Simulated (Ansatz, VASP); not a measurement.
## Cu: VASP beside Ansatz

The input INCAR:

```
ALGO     = Normal         # electronic algorithm
EDIFF    = 1E-6           # SCF threshold, eV
ENCUT    = 520            # plane-wave cutoff, eV
GGA      = PE             # functional
ISIF     = 2              # what is computed and relaxed
ISMEAR   = 0              # smearing method
LASPH    = True           # aspherical terms in the spheres
LCHARG   = True           # write CHGCAR
LELF     = True           # ELF
LREAL    = False          # projectors in reciprocal space
LVHAR    = True         
LWAVE    = False          # write WAVECAR
NBANDS   = 12             # bands
NELM     = 60             # most SCF steps
PREC     = Accurate       # precision mode
SIGMA    = 0.15           # smearing width, eV
```

Contents of KPOINTS:

```
k-points
0
Gamma
  22 22 22
```

POSCAR

```
Cu
1.0
   -1.5223500000      1.5223500000      1.3129000000
    1.5223500000     -1.5223500000      1.3129000000
    1.5223500000      1.5223500000     -1.3129000000
Cu
1
Direct
    0.0000000000      0.0000000000      0.0000000000
```

Input for Ansatz:

```yaml
crystal:
  lattice:
    - [-1.52235, 1.52235, 1.3129]
    - [1.52235, -1.52235, 1.3129]
    - [1.52235, 1.52235, -1.3129]
  atoms:
    - { symbol: Cu, position: [0.0, 0.0, 0.0] }
basis:
  ecutwfc: 520.0
kpoints:
  mp_grid: { grid: [22, 22, 22] }
hamiltonian:
  xc: pbe
  pseudopotentials: { kind: paw, azcp: { folder: soft_1 } }
scf:
  occupations: { method: gaussian, width: 0.15 }
output:
  forces: true
  stress: true
  eigenvalues: true
```

Alike in both runs: task single point; functional PBE; k mesh 22 × 22 × 22; occupations gaussian, width 0.15 eV; no spin polarisation.

|  | VASP | Ansatz |
| --- | --- | --- |
| version | VASP 6.6.1 | Ansatz 0.2.0 |
| potentials or method | VASP PAW PBE potentials, release 64 (Cu), cutoff 520 eV | scalar-relativistic, plane waves, PAW |
| valence electrons in the cell | 11 | 19 |

```tsv
	VASP	Ansatz	Ansatz less VASP
gap on the k mesh at the Fermi level (eV)	none	none	-
pressure (GPa)	-0.6	-1.3	-0.73
traceless stress, the component that is largest in VASP (GPa)	1.74	1.75	+0.015
```

A gap of «none» marks a metal or a gap that the smearing closes. The functional is the same, so the differences come from potentials, cutoffs and numerics. VASP's potentials hold 11 valence electrons a cell and Ansatz's 19, so a difference there can come from the potentials and not from the codes.
